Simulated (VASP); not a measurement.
# V (Fd-3m) in VASP: further runs

The runs below take V through single point, with revPBE.

All numbers are computed with VASP 6.6.1; they aren't measurements. Logs are shortened: lines on timing, memory, paths and dates and some standing lists are left out, and cuts for length are marked.

**1. The cell of the first run**

The structure is cubic, space group Fd-3m (No. 227). Conventional cell: a = 5.222 Å, b = 5.222 Å, c = 5.222 Å, α = 90.00°, β = 90.00°, γ = 90.00°. Within 3.0 Å of V (site symmetry -43m) lie 4 V at 2.26 Å.

This isn't the form of V at room conditions, which is bcc.

**2. Single point, revPBE (17.80 Å³/atom)**

INCAR reads:

```
SYSTEM = V
ALGO = Normal
EDIFF = 1E-7
ENCUT = 520
GGA = RE
ISIF = 2
ISMEAR = -1
LASPH = .TRUE.
LCHARG = .TRUE.
LELF = .TRUE.
LREAL = .FALSE.
LVHAR = .TRUE.
LWAVE = .FALSE.
NBANDS = 20
NELM = 60
PREC = Accurate
SIGMA = 0.1
```

KPOINTS reads:

```
k-points
0
G
  11 11 11
  0 0 0
```

POSCAR reads:

```
V
1.0
    0.0000000000      2.6109239637      2.6109239637
    2.6109239637      0.0000000000      2.6109239637
    2.6109239637      2.6109239637      0.0000000000
V
2
Direct
    0.1250000000      0.1250000000      0.1250000000
    0.8750000000      0.8750000000      0.8750000000
```

Potentials or basis: VASP PAW PBE potentials, release 64 (V_sv).

Command:

```bash
cat potpaw_PBE.64/V_sv/POTCAR > POTCAR
mpirun -np 1 vasp_std > vasp.out
```

OUTCAR:

```text
SYSTEM = V
   EDIFF = 1E-7
   ENCUT = 520
   GGA = RE
   ISIF = 2
   ISMEAR = -1
   LASPH = .TRUE.
   LREAL = .FALSE.
   NELM = 60
   PREC = Accurate

 ion  position               nearest neighbor table
   1  0.125  0.125  0.125-   2 2.26   2 2.26   2 2.26   2 2.26
   2  0.875  0.875  0.875-   1 2.26   1 2.26   1 2.26   1 2.26

  LATTYP: Found a face centered cubic cell.
 ALAT       =     5.2218479274

  Lattice vectors:

 A1 = (   0.0000000000,   2.6109239637,   2.6109239637)
 A2 = (   2.6109239637,   0.0000000000,   2.6109239637)
 A3 = (   2.6109239637,   2.6109239637,   0.0000000000)

Analysis of symmetry for initial positions (statically):
=====================================================================
 Subroutine PRICEL returns:
 Original cell was already a primitive cell.

 Routine SETGRP: Setting up the symmetry group for a
 face centered cubic supercell.

 Subroutine GETGRP returns: Found 48 space group operations
 (whereof 12 operations were pure point group operations)
 out of a pool of 48 trial point group operations.

The static configuration has the point symmetry D_3d.
 The point group associated with its full space group is O_h .

Analysis of symmetry for dynamics (positions and initial velocities):
=====================================================================
 Subroutine PRICEL returns:
 Original cell was already a primitive cell.

 Routine SETGRP: Setting up the symmetry group for a
 face centered cubic supercell.

 Subroutine GETGRP returns: Found 48 space group operations
 (whereof 12 operations were pure point group operations)
 out of a pool of 48 trial point group operations.

The dynamic configuration has the point symmetry D_3d.
 The point group associated with its full space group is O_h .

 Subroutine INISYM returns: Found 48 space group operations
 (whereof 12 operations are pure point group operations),
 and found     1 'primitive' translations

----------------------------------------------------------------------------------------

                                     Primitive cell

  volume of cell :      35.5969

  direct lattice vectors                    reciprocal lattice vectors
     0.000000000  2.610923964  2.610923964    -0.191503087  0.191503087  0.191503087
     2.610923964  0.000000000  2.610923964     0.191503087 -0.191503087  0.191503087
     2.610923964  2.610923964  0.000000000     0.191503087  0.191503087 -0.191503087

  length of vectors
     3.692404080  3.692404080  3.692404080     0.331693077  0.331693077  0.331693077

  position of ions in fractional coordinates (direct lattice)
     0.125000000  0.125000000  0.125000000
     0.875000000  0.875000000  0.875000000

  ion indices of the primitive-cell ions
   primitive index   ion index
                 1           1
                 2           2

----------------------------------------------------------------------------------------

 KPOINTS: k-points

Automatic generation of k-mesh.
 Grid dimensions read from file:
 generate k-points for:   11   11   11

 Generating k-lattice:

  Cartesian coordinates                     Fractional coordinates (reciprocal lattice)
    -0.017409372  0.017409372  0.017409372     0.090909091  0.000000000  0.000000000
     0.017409372 -0.017409372  0.017409372     0.000000000  0.090909091  0.000000000
     0.017409372  0.017409372 -0.017409372     0.000000000  0.000000000  0.090909091

  Length of vectors
     0.030153916  0.030153916  0.030153916

  Shift w.r.t. Gamma in fractional coordinates (k-lattice)
     0.000000000  0.000000000  0.000000000

 Subroutine IBZKPT returns following result:
 ===========================================

 Found     56 irreducible k-points:

 Following reciprocal coordinates:
            Coordinates               Weight
  0.000000  0.000000  0.000000      1.000000
  0.090909  0.000000  0.000000      8.000000
  0.181818  0.000000  0.000000      8.000000
  0.272727  0.000000  0.000000      8.000000
  0.363636  0.000000  0.000000      8.000000
  0.454545  0.000000  0.000000      8.000000
[... 16 lines left out ...]
 -0.272727  0.181818  0.000000     24.000000
 -0.181818  0.181818  0.000000     12.000000
 [... further k-points ...]
   k-points           NKPTS =     56   k-points in BZ     NKDIM =     56   number of bands    NBANDS=     20
   number of dos      NEDOS =    301   number of ions     NIONS =      2
   total plane-waves  NPLWV =  21952
   dimension x,y,z NGX =    28 NGY =   28 NGZ =   28
   dimension x,y,z NGXF=    56 NGYF=   56 NGZF=   56
   ions per type =               2
   NGX,Y,Z   is equivalent  to a cutoff of  12.61, 12.61, 12.61 a.u.
   NGXF,Y,Z  is equivalent  to a cutoff of  25.21, 25.21, 25.21 a.u.
 SYSTEM =  V
   PREC   = accura    normal or accurate (medium, high low for compatibility)
   ISTART =      0    job   : 0-new  1-cont  2-samecut
   ICHARG =      2    charge: 1-file 2-atom 10-const
   ISPIN  =      1    spin polarized calculation?
   LNONCOLLINEAR =      F non collinear calculations
   LSORBIT =      F    spin-orbit coupling
   LASPH  =      T    aspherical Exc in radial PAW
   ENCUT  =  520.0 eV  38.22 Ry    6.18 a.u.   6.87  6.87  6.87*2*pi/ulx,y,z
   NELM   =     60;   NELMIN=  2; NELMDL= -5     # of ELM steps
   EDIFF  = 0.1E-06   stopping-criterion for ELM
   LREAL  =      F    real-space projection
   EDIFFG = 0.1E-05   stopping-criterion for IOM
   NSW    =      0    number of steps for IOM
   IBRION =     -1    ionic relax: 0-MD 1-quasi-New 2-CG
   NFREE  =      0    steps in history (QN), initial steepest desc. (CG)
   ISIF   =      2    stress and relaxation
   ISYM   =      2    0-nonsym 1-usesym 2-fastsym
   POTIM  = 0.5000    time-step for ionic-motion
   TEBEG  =    0.0;   TEEND  =   0.0 temperature during run
   PSTRESS=    0.0 pullay stress
   NELECT =      26.0000    total number of electrons
   NUPDOWN=      -1.0000    fix difference up-down
   EMIN   =  10.00;   EMAX   =-10.00  energy-range for DOS
   EFERMI =   0.00;   METHOD = LEGACY
   ISMEAR =    -1;   SIGMA  =   0.10  broadening in eV -4-tet -1-fermi 0-gaus
   EFERMI_NEDOS =   21; number of points for ismear=-14 and -15
   IALGO  =     38    algorithm
   IMIX   =      4    mixing-type and parameters
     AMIX     =   0.40;   BMIX     =  1.00
     AMIX_MAG =   1.60;   BMIX_MAG =  1.00
  volume/ion in A,a.u.               =      17.80       120.11
  Fermi-wavevector in a.u.,A,eV,Ry     =   1.474331  2.786082 29.574338  2.173652
  Thomas-Fermi vector in A             =   2.589115
   LORBIT       =      0    0 simple, 1 ext, 2 COOP (PROOUT), +10 PAW based schemes
   GGA     = RE    functional components
   LHFCALC =     F    Hartree Fock is set to
   AEXX    =    0.0000 exact exchange contribution
   IVDW    =     0    specifies the selected vdW correction
   LEPSILON=     F    determine dielectric tensor
   LRPA    =     F    only Hartree local field effects (RPA)
 non-spin polarized calculation
  energy-cutoff  :      520.00
  volume of cell :       35.60
 maximum number of plane-waves:       969
   NGX = 13   NGY = 13   NGZ = 13

 number of electron      26.0000007 magnetization

 Free energy of the ion-electron system (eV)
  ---------------------------------------------------
  ext. energy  EPLUGINS =         0.00000000
  ---------------------------------------------------
  free energy    TOTEN  =       -12.48981665 eV

  energy without entropy =      -12.33324543  energy(sigma->0) =      -12.41153104

 E-fermi :   6.7493     XC(G=0): -11.0074

 val. band max:        6.7318469299   @ k =   0.3636   0.0909   0.0000
 cond. band min:       6.7529932526   @ k =   0.4545   0.2727   0.0000
 fundamental gap:      0.0211463227
 Fermi energy:         6.7493219416

 k-point     1 :       0.0000    0.0000    0.0000
  band No.  band energies     occupation
      1     -57.0624      2.00000
      2     -56.3523      2.00000
      3     -31.0805      2.00000
      4     -31.0805      2.00000
      5     -31.0805      2.00000
      6     -30.1411      2.00000
[... 12 lines left out ...]
     19      10.6707      0.00000
     20      20.0707      0.00000

 k-point     2 :       0.0909    0.0000    0.0000
  band No.  band energies     occupation
      1     -57.0519      2.00000
      2     -56.3633      2.00000
      3     -31.0910      2.00000
      4     -31.0910      2.00000
      5     -31.0813      2.00000
      6     -30.1418      2.00000
[... 12 lines left out ...]
     19      10.6631      0.00000
     20      18.2527      0.00000

 k-point     3 :       0.1818    0.0000    0.0000
  band No.  band energies     occupation
      1     -57.0219      2.00000
      2     -56.3946      2.00000
      3     -31.1179      2.00000
      4     -31.1179      2.00000
      5     -31.0841      2.00000
      6     -30.1430      2.00000
[... 12 lines left out ...]
     19      10.6310      0.00000
     20      16.2522      0.00000

 k-point     4 :       0.2727    0.0000    0.0000
  band No.  band energies     occupation
      1     -56.9774      2.00000
      2     -56.4408      2.00000
      3     -31.1511      2.00000
      4     -31.1511      2.00000
      5     -31.0889      2.00000
      6     -30.1432      2.00000
[... 12 lines left out ...]
     19      10.5523      0.00000
     20      14.3024      0.00000

 k-point     5 :       0.3636    0.0000    0.0000
  band No.  band energies     occupation
      1     -56.9284      2.00000
      2     -56.4914      2.00000
      3     -31.1798      2.00000
      4     -31.1798      2.00000
      5     -31.0944      2.00000
      6     -30.1420      2.00000
[... 12 lines left out ...]
     19      10.4108      0.00000
     20      12.5987      0.00000
[... 353 lines left out ...]
      6     -30.2969      2.00000
[... 12 lines left out ...]
     19      10.3833      0.00000
     20      11.2519      0.00000

 k-point    22 :      -0.3636    0.1818    0.0000
  band No.  band energies     occupation
      1     -56.8673      2.00000
      2     -56.5539      2.00000
      3     -31.2985      2.00000
      4     -31.2128      2.00000
      5     -30.9478      2.00000
      6     -30.2794      2.00000
[... 12 lines left out ...]
     19      10.6715      0.00000
     20      11.7704      0.00000

 k-point    23 :      -0.2727    0.1818    0.0000
  band No.  band energies     occupation
      1     -56.9118      2.00000
      2     -56.5084      2.00000
      3     -31.2738      2.00000
      4     -31.1823      2.00000
      5     -30.9795      2.00000
      6     -30.2476      2.00000
[... 12 lines left out ...]
     19      10.8164      0.00000
     20      13.1970      0.00000

 k-point    24 :      -0.1818    0.1818    0.0000
  band No.  band energies     occupation
      1     -56.9605      2.00000
      2     -56.4582      2.00000
      3     -31.2281      2.00000
      4     -31.1493      2.00000
      5     -31.0190      2.00000
      6     -30.2082      2.00000
[... 12 lines left out ...]
     19      10.8398      0.00000
     20      14.9664      0.00000

 [... further k-points ...]

------------------------ aborting loop because EDIFF is reached ----------------------------------------

  FORCE on cell =-STRESS in cart. coord.  units (eV):
  Direction    XX          YY          ZZ          XY          YZ          ZX
  --------------------------------------------------------------------------------------
  -------------------------------------------------------------------------------------
  Total        1.3860580      1.3860580      1.3860580      0.0000000      0.0000000     -0.0000000
  in kB       62.3848773     62.3848773     62.3848773      0.0000000      0.0000000     -0.0000000
  external PRESSURE =      62.3848773 kB  Pullay stress =       0.0000000 kB

 VOLUME and BASIS-vectors are now :
 -----------------------------------------------------------------------------
  energy-cutoff  :      520.00
  volume of cell :       35.60
      direct lattice vectors                 reciprocal lattice vectors
     0.000000000  2.610923964  2.610923964    -0.191503087  0.191503087  0.191503087
     2.610923964  0.000000000  2.610923964     0.191503087 -0.191503087  0.191503087
     2.610923964  2.610923964  0.000000000     0.191503087  0.191503087 -0.191503087

 POSITION                                       TOTAL-FORCE (eV/Angst)
 -----------------------------------------------------------------------------------
      0.65273      0.65273      0.65273         0.000000     -0.000000     -0.000000
      4.56912      4.56912      4.56912        -0.000000      0.000000      0.000000
 -----------------------------------------------------------------------------------
    total drift:                                0.000000      0.000000     -0.000000

  FREE ENERGIE OF THE ION-ELECTRON SYSTEM (eV)
  ---------------------------------------------------
  free  energy   TOTEN  =       -12.4898166491 eV

  energy  without entropy=      -12.3332454265  energy(sigma->0) =      -12.41153104
```

Wall time 44 s (1 thread of Intel Xeon 8259CL, shared host); peak memory 0.17 GiB.

Results:

```yaml
Free_energy: -12.4898 eV
Pressure: 6.2 GPa
Band_gap_on_the_k_mesh: zero (bands 13 and 14 overlap by 0.91 eV)
```

Levels at points of the mesh, in eV from the Fermi level:
```tsv
k point	band 11	band 12	band 13	band 14	band 15	band 16
(0.00, 0.00, 0.00)	-1.17	-0.58	-0.58	-0.58	1.57	1.57
```

Caveat: the cell stands under pressure; the PAW data sets were made with another functional, which shifts forces and pressure a little.

**3. Single point, revPBE (20.89 Å³/atom)**

This run uses another cell than the first one, of 20.89 Å³/atom.

INCAR reads:

```
  ALGO = Normal
  EDIFF = 1E-6
  ENCUT = 520
  GGA = RE
  ISIF = 2
  ISMEAR = -1
  LASPH = T
  LCHARG = T
  LELF = T
  LREAL = F
  LVHAR = T
  LWAVE = F
  NBANDS = 20
  NELM = 60
  PREC = Accurate
  SIGMA = 0.1
```

KPOINTS reads:

```
k-points
0
Gamma
  11 11 11
```

POSCAR reads:

```
V
1.0
    0.0000000000      2.7542680254      2.7542680254
    2.7542680254      0.0000000000      2.7542680254
    2.7542680254      2.7542680254      0.0000000000
V
2
Direct
    0.1250000000      0.1250000000      0.1250000000
    0.8750000000      0.8750000000      0.8750000000
```

Potentials or basis: VASP PAW PBE potentials, release 64 (V_sv).

Command:

```bash
cat potpaw_PBE.64/V_sv/POTCAR > POTCAR
mpirun -np 1 vasp_std > vasp.out
```

Run time: 66 s. Hardware: 1 thread of Intel Xeon 8259CL, shared host; peak memory 0.19 GiB.

The run converged. Its results:

```
Free energy            : -12.5179 eV
Pressure               : -3.5 GPa
Band gap on the k mesh : zero (bands 13 and 14 overlap by 0.61 eV)
```

Levels at points of the mesh, in eV from the Fermi level:
```csv
k point,band 10,band 11,band 12,band 13,band 14,band 15,band 16,band 17
"(0.00, 0.00, 0.00)",-0.80,-0.80,-0.46,-0.46,-0.46,1.39,1.39,1.39
```

Caveat: the cell stands under tension; the PAW data sets were made with another functional, which shifts forces and pressure a little.

**4. Single point, revPBE**

This run uses another cell than the first one, of 19.35 Å³/atom.

INCAR reads:

```
SYSTEM = V
  PREC = Accurate
  ENCUT = 520
  EDIFF = 1E-7
  ISMEAR = -1
  SIGMA = 0.1
  LREAL = .FALSE.
  LASPH = .TRUE.
  NELM = 100
  ALGO = Normal
  ISIF = 2
  LWAVE = .FALSE.
  LCHARG = .TRUE.
  GGA = RE
  LELF = .TRUE.
  LVHAR = .TRUE.
  NBANDS = 20
```

KPOINTS reads:

```
regular mesh
0
G
  17 17 17
  0 0 0
```

POSCAR reads:

```
V
1.0
    0.0000000000      2.6845095207      2.6845095207
    2.6845095207      0.0000000000      2.6845095207
    2.6845095207      2.6845095207      0.0000000000
V
2
Direct
    0.1250000000      0.1250000000      0.1250000000
    0.8750000000      0.8750000000      0.8750000000
```

Command:

```bash
cat potpaw_PBE.64/V_sv/POTCAR > POTCAR
mpirun -np 1 vasp_std > vasp.out
```

Run time: 2.3 min. Hardware: 1 thread of Intel Xeon 8259CL, shared host; peak memory 0.23 GiB.

Results (log left out):

```yaml
Free_energy: -12.5503 eV
Pressure: 0.4 GPa
Band_gap_on_the_k_mesh: zero (bands 13 and 14 overlap by 0.86 eV)
```

Levels at points of the mesh, in eV from the Fermi level:
```tsv
k point	band 10	band 11	band 12	band 13	band 14	band 15	band 16	band 17
(0.00, 0.00, 0.00)	-0.96	-0.96	-0.52	-0.52	-0.52	1.47	1.47	1.47
```

Caveat: the PAW data sets were made with another functional, which shifts forces and pressure a little.

**5. Overview**

```csv
cell,k mesh,gap on the mesh (eV),pressure (GPa)
"a = 3.692 Å, angles 60.0°, 2 atoms",11 × 11 × 11,none,6.2
"a = 3.895 Å, angles 60.0°, 2 atoms",11 × 11 × 11,none,-3.5
"a = 3.796 Å, angles 60.0°, 2 atoms",17 × 17 × 17,none,0.4
```

Alike in all rows: task single point; level revPBE; potentials or basis VASP PAW PBE potentials, release 64 (V_sv); no spin polarisation; cutoff (eV) 520; smearing fermi-dirac 0.1 eV.

Caveats: the PAW data sets were made with another functional, which shifts forces and pressure a little; the cell stands under pressure (at least some runs); the cell stands under tension (at least some runs).

Total energies depend on the potentials used, so only differences within one code and one set of settings carry meaning.
